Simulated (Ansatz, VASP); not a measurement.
# Se in VASP and in Ansatz

```
Se
1.0
     0.00000    3.21366    2.95656
     3.21366    0.00000    2.95656
     3.21366    3.21366    0.00000
Se
2
Direct
  0.50000 0.50000 0.50000
  0.75000 0.75000 0.75000
```

Alike in both runs: task single point; functional LDA; k mesh 14 × 14 × 14; occupations gaussian, width 0.15 eV; no spin polarisation.

```csv
,VASP,Ansatz
version,VASP 6.6.1,Ansatz 0.2.0
potentials or method,"VASP PAW LDA potentials, release 64 (Se), cutoff 520 eV","scalar-relativistic, plane waves, PAW"
valence electrons in the cell,12,32
```

Ansatz gave:

| Property | Result |
| --- | --- |
| gap on the k mesh at the Fermi level (eV) | none |
| pressure (GPa) | -2.0 |
| traceless stress, the component that is largest in VASP (GPa) | -0.83 |

Estimate VASP's values.

gap on the k mesh at the Fermi level (eV): none; pressure (GPa): -1.9; traceless stress, the component that is largest in VASP (GPa): -0.85.

LDA's correlation is that of Perdew and Zunger in VASP and of Perdew and Wang (1992) in Ansatz. A gap of «none» marks a metal or a gap that the smearing closes. VASP's potentials hold 12 valence electrons a cell and Ansatz's 32, so a difference there can come from the potentials and not from the codes.
